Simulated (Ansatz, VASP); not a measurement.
Ta in VASP and in Ansatz

```
Ta
1.0
    -1.66779    1.66779    1.65128
     1.66779   -1.66779    1.65128
     1.66779    1.66779   -1.65128
Ta
1
Direct
  0.00000 0.00000 0.00000
```

Change from the starting cell: equal xx and yy strain of +1 %.

Alike in both runs: task single point; functional PBE; k mesh 17 × 17 × 17; occupations fermi-dirac, width 0.08 eV; no spin polarisation.

```csv
,VASP,Ansatz
version,VASP 6.6.1,Ansatz 0.2.0
potentials or method,"VASP PAW PBE potentials, release 64 (Ta_pv), cutoff 520 eV","all-electron LAPW, scalar-relativistic"
```

Ansatz gave:

| Property | Result |
| --- | --- |
| pressure (GPa) | -0.9 |
| traceless stress, the component that is largest in VASP (GPa) | 0.63 |

**Question.** Which values does VASP return?

**Answer.** Pressure (GPa): -0.8; traceless stress, the component that is largest in VASP (GPa): 0.63.

Ansatz ran all-electron here, and VASP with PAW potentials.

Spin-orbit coupling is off throughout.
